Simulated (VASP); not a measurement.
# CaO (Fm-3m) in VASP: a series of runs

Runs on CaO. Level: r2SCAN. Tasks: phonons.

Everything below comes from runs of VASP 6.6.1. Logs are shortened: lines on timing, memory, paths and dates and some standing lists are left out, and cuts for length are marked.

**1. The cell of the first run**

It takes space group Fm-3m (No. 225, cubic). The conventional cell has a = 4.710 Å, b = 4.710 Å, c = 4.710 Å, α = 90.00°, β = 90.00°, γ = 90.00°. Ca (site symmetry m-3m) has 6 O at 2.36 Å within 3.1 Å. O (site symmetry m-3m) has 6 Ca at 2.36 Å within 3.1 Å.

**2. Phonons, r2SCAN**

Input file INCAR:

```
  PREC = Accurate
  ENCUT = 520
  EDIFF = 1E-8
  ISMEAR = 0
  SIGMA = 0.01
  LREAL = False
  LASPH = True
  NELM = 80
  ALGO = Normal
  ISIF = 2
  LWAVE = False
  LCHARG = False
  METAGGA = R2SCAN
  LMIXTAU = True
  NBANDS = 15
  IBRION = 6
  NFREE = 2
  POTIM = 0.015
  NSW = 1
```

Input file KPOINTS:

```
regular mesh
0
Gamma
  8 8 8
```

Input file POSCAR:

```
CaO
1.0
    2.3551214364      2.3551214364      0.0000000000
   -2.3551214364      2.3551214364      0.0000000000
    0.0000000000      2.3551214364      2.3551214364
Ca O
1 1
Direct
    0.0000000000      0.0000000000      0.0000000000
    0.5000000000      0.5000000000      0.0000000000
```

Potentials or basis: VASP PAW PBE potentials, release 64 (Ca_sv, O).

Started as:

```sh
$ cat potpaw_PBE.64/Ca_sv/POTCAR potpaw_PBE.64/O/POTCAR > POTCAR
$ mpirun -np 1 vasp_std > vasp.out
```

OUTCAR:

```text
PREC = Accurate
   ENCUT = 520
   EDIFF = 1E-8
   ISMEAR = 0
   LREAL = False
   LASPH = True
   NELM = 80
   ISIF = 2
   METAGGA = R2SCAN
   IBRION = 6
   NFREE = 2
   POTIM = 0.015
   NSW = 1

 ion  position               nearest neighbor table
   1  0.000  0.000  0.000-   2 2.36   2 2.36   2 2.36   2 2.36   2 2.36   2 2.36
   2  0.500  0.500  0.000-   1 2.36   1 2.36   1 2.36   1 2.36   1 2.36   1 2.36

  LATTYP: Found a face centered cubic cell.
 ALAT       =     4.7102428728

  Lattice vectors:

 A1 = (   0.0000000000,   2.3551214364,   2.3551214364)
 A2 = (   2.3551214364,   0.0000000000,   2.3551214364)
 A3 = (   2.3551214364,   2.3551214364,   0.0000000000)

Analysis of symmetry for initial positions (statically):
=====================================================================
 Subroutine PRICEL returns:
 Original cell was already a primitive cell.

 Routine SETGRP: Setting up the symmetry group for a
 face centered cubic supercell.

 Subroutine GETGRP returns: Found 48 space group operations
 (whereof 48 operations were pure point group operations)
 out of a pool of 48 trial point group operations.

The static configuration has the point symmetry O_h .

Analysis of symmetry for dynamics (positions and initial velocities):
=====================================================================
 Subroutine PRICEL returns:
 Original cell was already a primitive cell.

 Routine SETGRP: Setting up the symmetry group for a
 face centered cubic supercell.

 Subroutine GETGRP returns: Found 48 space group operations
 (whereof 48 operations were pure point group operations)
 out of a pool of 48 trial point group operations.

The dynamic configuration has the point symmetry O_h .

 Subroutine INISYM returns: Found 48 space group operations
 (whereof 48 operations are pure point group operations),
 and found     1 'primitive' translations

----------------------------------------------------------------------------------------

                                     Primitive cell

  volume of cell :      26.1258

  direct lattice vectors                    reciprocal lattice vectors
     2.355121436  2.355121436  0.000000000     0.212303278  0.212303278 -0.212303278
    -2.355121436  2.355121436  0.000000000    -0.212303278  0.212303278 -0.212303278
     0.000000000  2.355121436  2.355121436     0.000000000  0.000000000  0.424606555

  length of vectors
     3.330644676  3.330644676  3.330644676     0.367720063  0.367720063  0.424606555

  position of ions in fractional coordinates (direct lattice)
     0.000000000  0.000000000  0.000000000
     0.500000000  0.500000000  0.000000000

  ion indices of the primitive-cell ions
   primitive index   ion index
                 1           1
                 2           2

----------------------------------------------------------------------------------------

 KPOINTS: regular mesh

Automatic generation of k-mesh.
 Grid dimensions read from file:
 generate k-points for:    8    8    8

 Generating k-lattice:

  Cartesian coordinates                     Fractional coordinates (reciprocal lattice)
     0.026537910  0.026537910 -0.026537910     0.125000000  0.000000000  0.000000000
    -0.026537910  0.026537910 -0.026537910     0.000000000  0.125000000  0.000000000
     0.000000000  0.000000000  0.053075819     0.000000000  0.000000000  0.125000000

  Length of vectors
     0.045965008  0.045965008  0.053075819

  Shift w.r.t. Gamma in fractional coordinates (k-lattice)
     0.000000000  0.000000000  0.000000000

 Subroutine IBZKPT returns following result:
 ===========================================

 Found     29 irreducible k-points:

 Following reciprocal coordinates:
[... 59 lines left out ...]
   ISMEAR =     0;   SIGMA  =   0.01  broadening in eV -4-tet -1-fermi 0-gaus
   EFERMI_NEDOS =   21; number of points for ismear=-14 and -15
   IALGO  =     38    algorithm
   IMIX   =      4    mixing-type and parameters
     AMIX     =   0.40;   BMIX     =  1.00
     AMIX_MAG =   1.60;   BMIX_MAG =  1.00
  volume/ion in A,a.u.               =      13.06        88.15
  Fermi-wavevector in a.u.,A,eV,Ry     =   1.390246  2.627183 26.297106  1.932783
  Thomas-Fermi vector in A             =   2.514199
   LORBIT       =      0    0 simple, 1 ext, 2 COOP (PROOUT), +10 PAW based schemes
   METAGGA = R2SCAN    functional components
   LHFCALC =     F    Hartree Fock is set to
   AEXX    =    0.0000 exact exchange contribution
   IVDW    =     0    specifies the selected vdW correction
   LEPSILON=     F    determine dielectric tensor
   LRPA    =     F    only Hartree local field effects (RPA)
 finite differences with symmetry
 non-spin polarized calculation
 Gauss-broadening in eV      SIGMA  =   0.01
  energy-cutoff  :      520.00
  volume of cell :       26.13
 maximum number of plane-waves:       725
 NGX is ok and might be reduce to    28
   NGX = 13   NGY = 13   NGZ = 13

--------------------------------------- Ionic step        1  -------------------------------------------

 number of electron      15.9999999 magnetization

 Free energy of the ion-electron system (eV)
  ---------------------------------------------------
  ext. energy  EPLUGINS =         0.00000000
  ---------------------------------------------------
  free energy    TOTEN  =       -19.41056952 eV

  energy without entropy =      -19.41056952  energy(sigma->0) =      -19.41056952

------------------------ aborting loop because EDIFF is reached ----------------------------------------

  FORCE on cell =-STRESS in cart. coord.  units (eV):
  Direction    XX          YY          ZZ          XY          YZ          ZX
  --------------------------------------------------------------------------------------
  -------------------------------------------------------------------------------------
  Total        1.3644858      1.3644858      1.3644858      0.0000000      0.0000000      0.0000000
  in kB       83.6776913     83.6776913     83.6776913      0.0000000      0.0000000      0.0000000
  external PRESSURE =      83.6776913 kB  Pullay stress =       0.0000000 kB
[... 131 lines left out ...]
--------------------------------------- Ionic step        5  -------------------------------------------

 number of electron      15.9999999 magnetization

 Free energy of the ion-electron system (eV)
  ---------------------------------------------------
  ext. energy  EPLUGINS =         0.00000000
  ---------------------------------------------------
  free energy    TOTEN  =       -19.41003953 eV

  energy without entropy =      -19.41003953  energy(sigma->0) =      -19.41003953

 E-fermi :   2.4331     XC(G=0): -11.3990

 val. band max:        2.3669637433   @ k =   0.0000   0.0000   0.0000
 cond. band min:       6.5312903768   @ k =   0.5000   0.5000   0.0000
 fundamental gap:      4.1643266334
 Fermi energy:         2.4330913802

 k-point     1 :       0.0000    0.0000    0.0000
  band No.  band energies     occupation
      1     -36.4390      2.00000
      2     -16.2825      2.00000
      3     -16.2821      2.00000
      4     -16.2821      2.00000
      5     -14.2235      2.00000
      6       2.3669      2.00000
      7       2.3669      2.00000
      8       2.3670      2.00000
      9       8.3267      0.00000
     10       9.3675      0.00000
     11       9.3685      0.00000
     12       9.3686      0.00000
     13      11.0715      0.00000
     14      11.0733      0.00000
[... 401 lines left out ...]
      2     -17.5072      2.00000
      3     -16.5705      2.00000
      4     -16.4332      2.00000
      5     -13.0247      2.00000
      6       0.2475      2.00000
      7       1.1899      2.00000
      8       1.2268      2.00000
      9       9.9907      0.00000
     10      10.0861      0.00000
     11      12.1842      0.00000
     12      12.5202      0.00000
     13      13.8457      0.00000
     14      15.7216      0.00000
     15      18.0815      0.00000

 [... further k-points ...]

------------------------ aborting loop because EDIFF is reached ----------------------------------------

  FORCE on cell =-STRESS in cart. coord.  units (eV):
  Direction    XX          YY          ZZ          XY          YZ          ZX
  --------------------------------------------------------------------------------------
  -------------------------------------------------------------------------------------
  Total        1.3719129      1.3637135      1.3637135      0.0000000      0.0000000      0.0000000
  in kB       84.1331631     83.6303323     83.6303323      0.0000000      0.0000000      0.0000000
  external PRESSURE =      83.7979426 kB  Pullay stress =       0.0000000 kB
[... 17 lines left out ...]
  FREE ENERGIE OF THE ION-ELECTRON SYSTEM (eV)
  ---------------------------------------------------
  free  energy   TOTEN  =       -19.4100395341 eV

  energy  without entropy=      -19.4100395341  energy(sigma->0) =      -19.41003953

 INTERNAL STRAIN TENSORS FROM DISPLACED ATOMS
 ============================================

 INTERNAL STRAIN TENSOR FOR ION    1 for displacements in x,y,z  (eV/Angst):
          X           Y           Z          XY          YZ          ZX
  --------------------------------------------------------------------------------
  x     0.00000     0.00000     0.00000     0.00000     0.00000     0.00000
  y     0.00000     0.00000     0.00000     0.00000     0.00000     0.00000
  z     0.00000     0.00000     0.00000     0.00000     0.00000     0.00000

 INTERNAL STRAIN TENSOR FOR ION    2 for displacements in x,y,z  (eV/Angst):
          X           Y           Z          XY          YZ          ZX
  --------------------------------------------------------------------------------
  x     0.00000     0.00000     0.00000     0.00000     0.00000     0.00000
  y     0.00000     0.00000     0.00000     0.00000     0.00000     0.00000
  z     0.00000     0.00000     0.00000     0.00000     0.00000     0.00000

 Eigenvectors and eigenvalues of the dynamical matrix
 ----------------------------------------------------

   1 f  =   10.088266 THz    63.386444 2PiTHz  336.508329 cm-1    41.721697 meV
             X         Y         Z           dx          dy          dz
      0.000000  0.000000  0.000000    -0.534111   -0.000000   -0.000000
      0.000000  2.355121  0.000000     0.845414    0.000000    0.000000
[... 21 lines left out ...]
   6 f/i=    0.000474 THz     0.002978 2PiTHz    0.015812 cm-1     0.001960 meV
             X         Y         Z           dx          dy          dz
      0.000000  0.000000  0.000000    -0.000000   -0.000000    0.845414
      0.000000  2.355121  0.000000     0.000000    0.000000    0.534111

 ELASTIC MODULI CONTR FROM IONIC RELAXATION (kBar)
 Direction    XX          YY          ZZ          XY          YZ          ZX
 --------------------------------------------------------------------------------
 XX           0.0000      0.0000      0.0000      0.0000      0.0000      0.0000
 YY           0.0000      0.0000      0.0000      0.0000      0.0000      0.0000
 ZZ           0.0000      0.0000      0.0000      0.0000      0.0000      0.0000
 XY           0.0000      0.0000      0.0000      0.0000      0.0000      0.0000
 YZ           0.0000      0.0000      0.0000      0.0000      0.0000      0.0000
 ZX           0.0000      0.0000      0.0000      0.0000      0.0000      0.0000
 --------------------------------------------------------------------------------
```

It took 4.3 min on 1 thread of Intel Xeon 6975P-C (Granite Rapids), shared host; peak memory 0.19 GiB.

What came out:

```yaml
Highest_phonon_frequency_at_Γ_LO-TO_splitting_left_out: 337 cm⁻¹
```

Phonon frequencies in cm⁻¹ (negative: imaginary):
| q point | frequencies |
| --- | --- |
| (0.000, 0.000, 0.000) | 0 0 0 337 337 337 |

Caveat: the cell stands under pressure or tension, which shifts response properties; the PAW data sets were made with another functional, which shifts forces and pressure a little.

**3. Phonons, r2SCAN**

This run uses another cell than the first one, of 13.35 Å³/atom.

Input file INCAR:

```
SYSTEM = CaO
PREC = Accurate
ENCUT = 520
EDIFF = 1E-8
ISMEAR = 0
SIGMA = 0.01
LREAL = .FALSE.
LASPH = .TRUE.
NELM = 80
ALGO = Normal
ISIF = 2
LWAVE = .FALSE.
LCHARG = .FALSE.
METAGGA = R2SCAN
LMIXTAU = .TRUE.
NBANDS = 15
IBRION = 6
NFREE = 2
POTIM = 0.015
NSW = 1
```

Input file KPOINTS:

```
Automatic mesh
0
G
  8 8 8
  0 0 0
```

Input file POSCAR:

```
CaO
1.0
    2.3719906460      2.3719906460      0.0000000000
   -2.3719906460      2.3719906460      0.0000000000
    0.0000000000      2.3719906460      2.3719906460
Ca O
1 1
Direct
    0.0000000000      0.0000000000      0.0000000000
    0.5000000000      0.5000000000      0.0000000000
```

Potentials or basis: VASP PAW PBE potentials, release 64 (Ca_sv, O).

Started as:

```sh
$ cat potpaw_PBE.64/Ca_sv/POTCAR potpaw_PBE.64/O/POTCAR > POTCAR
$ mpirun -np 1 vasp_std > vasp.out
```

OUTCAR:

```text
SYSTEM = CaO
   PREC = Accurate
   ENCUT = 520
   EDIFF = 1E-8
   ISMEAR = 0
   LREAL = .FALSE.
   LASPH = .TRUE.
   NELM = 80
   ISIF = 2
   METAGGA = R2SCAN
   IBRION = 6
   NFREE = 2
   POTIM = 0.015
   NSW = 1

 ion  position               nearest neighbor table
   1  0.000  0.000  0.000-   2 2.37   2 2.37   2 2.37   2 2.37   2 2.37   2 2.37
   2  0.500  0.500  0.000-   1 2.37   1 2.37   1 2.37   1 2.37   1 2.37   1 2.37

  LATTYP: Found a face centered cubic cell.
 ALAT       =     4.7439812920

  Lattice vectors:

 A1 = (   0.0000000000,   2.3719906460,   2.3719906460)
 A2 = (   2.3719906460,   0.0000000000,   2.3719906460)
 A3 = (   2.3719906460,   2.3719906460,   0.0000000000)

Analysis of symmetry for initial positions (statically):
[... 776 lines left out ...]
  Total        0.8811935      0.8734429      0.8734429      0.0000000      0.0000000      0.0000000
  in kB       52.8947997     52.4295546     52.4295546      0.0000000      0.0000000      0.0000000
  external PRESSURE =      52.5846363 kB  Pullay stress =       0.0000000 kB
[... 17 lines left out ...]
  FREE ENERGIE OF THE ION-ELECTRON SYSTEM (eV)
  ---------------------------------------------------
  free  energy   TOTEN  =       -19.4347010535 eV

  energy  without entropy=      -19.4347010535  energy(sigma->0) =      -19.43470105

 INTERNAL STRAIN TENSORS FROM DISPLACED ATOMS
 ============================================

 INTERNAL STRAIN TENSOR FOR ION    1 for displacements in x,y,z  (eV/Angst):
          X           Y           Z          XY          YZ          ZX
  --------------------------------------------------------------------------------
  x     0.00000     0.00000     0.00000     0.00000     0.00000     0.00000
  y     0.00000     0.00000     0.00000     0.00000     0.00000     0.00000
  z     0.00000     0.00000     0.00000     0.00000     0.00000     0.00000

 INTERNAL STRAIN TENSOR FOR ION    2 for displacements in x,y,z  (eV/Angst):
          X           Y           Z          XY          YZ          ZX
  --------------------------------------------------------------------------------
  x     0.00000     0.00000     0.00000     0.00000     0.00000     0.00000
  y     0.00000     0.00000     0.00000     0.00000     0.00000     0.00000
  z     0.00000     0.00000     0.00000     0.00000     0.00000     0.00000

 Eigenvectors and eigenvalues of the dynamical matrix
 ----------------------------------------------------

   1 f  =    9.625430 THz    60.478363 2PiTHz  321.069797 cm-1    39.807563 meV
             X         Y         Z           dx          dy          dz
      0.000000  0.000000  0.000000    -0.000000   -0.533696   -0.000000
      0.000000  2.371991  0.000000    -0.000000    0.845676    0.000000
[... 21 lines left out ...]
   6 f/i=    0.005175 THz     0.032514 2PiTHz    0.172609 cm-1     0.021401 meV
             X         Y         Z           dx          dy          dz
      0.000000  0.000000  0.000000     0.000000   -0.000000    0.845676
      0.000000  2.371991  0.000000     0.000000    0.000000    0.533696

 ELASTIC MODULI CONTR FROM IONIC RELAXATION (kBar)
 Direction    XX          YY          ZZ          XY          YZ          ZX
 --------------------------------------------------------------------------------
 XX           0.0000      0.0000      0.0000      0.0000      0.0000      0.0000
 YY           0.0000      0.0000      0.0000      0.0000      0.0000      0.0000
 ZZ           0.0000      0.0000      0.0000      0.0000      0.0000      0.0000
 XY           0.0000      0.0000      0.0000      0.0000      0.0000      0.0000
 YZ           0.0000      0.0000      0.0000      0.0000      0.0000      0.0000
 ZX           0.0000      0.0000      0.0000      0.0000      0.0000      0.0000
 --------------------------------------------------------------------------------
```

OSZICAR:

```text
N       E                     dE             d eps       ncg     rms          rms(c)
DAV:   1     0.120721815382E+03    0.12072E+03   -0.84384E+03   870   0.112E+03
DAV:   2    -0.197411781637E+02   -0.14046E+03   -0.13102E+03  1080   0.304E+02
DAV:   3    -0.251323008873E+02   -0.53911E+01   -0.53411E+01  1045   0.625E+01
[... 71 lines left out ...]
DAV:   8    -0.194346996933E+02    0.35274E-05   -0.14962E-05  1917   0.428E-02    0.963E-04
DAV:   9    -0.194347008137E+02   -0.11204E-05   -0.19630E-06  2022   0.137E-02    0.102E-03
DAV:  10    -0.194347009490E+02   -0.13529E-06   -0.16417E-07  2036   0.447E-03    0.357E-04
DAV:  11    -0.194347010614E+02   -0.11239E-06   -0.45948E-08  1938   0.240E-03    0.156E-04
DAV:  12    -0.194347010478E+02    0.13603E-07   -0.12481E-08  1619   0.125E-03    0.381E-05
DAV:  13    -0.194347010535E+02   -0.57034E-08   -0.73334E-10  1151   0.297E-04
   5 F= -.19434701E+02 E0= -.19434701E+02  d E =-.348851E-36
```

stdout:

```text
POSCAR found type information on POSCAR CaO
 POSCAR found :  2 types and       2 ions
 scaLAPACK will be used
 -----------------------------------------------------------------------------
|                                                                             |
|                                                                             |
|     You enforced a specific xc type in the INCAR file but a different       |
|     I HOPE YOU KNOW WHAT YOU ARE DOING!                                     |
|                                                                             |
 -----------------------------------------------------------------------------

 LDA part: xc-table for (None), standard interpolation
 POSCAR, INCAR and KPOINTS ok, starting setup
 FFT: planning ... GRIDC
 FFT: planning ... GRID_SOFT
 FFT: planning ... GRID
 WAVECAR not read
 entering main loop
 Found     2 degrees of freedom:
 Finite differences POTIM= 0.01500 DOF=   2
 bond charge predicted
 Finite differences progress:
 bond charge predicted
 Finite differences progress:
 bond charge predicted
 Finite differences progress:
 bond charge predicted
 Finite differences progress:
```

It took 4.4 min on 1 thread of Intel Xeon 6975P-C (Granite Rapids), shared host; peak memory 0.19 GiB.

What came out:

```yaml
Highest_phonon_frequency_at_Γ_LO-TO_splitting_left_out: 321 cm⁻¹
```

Phonon frequencies in cm⁻¹ (negative: imaginary):
```tsv
q point	frequencies
(0.000, 0.000, 0.000)	0 0 0 321 321 321
```

Caveat: the cell stands under pressure or tension, which shifts response properties; the PAW data sets were made with another functional, which shifts forces and pressure a little.

(Part 1 of 2 ends here.)
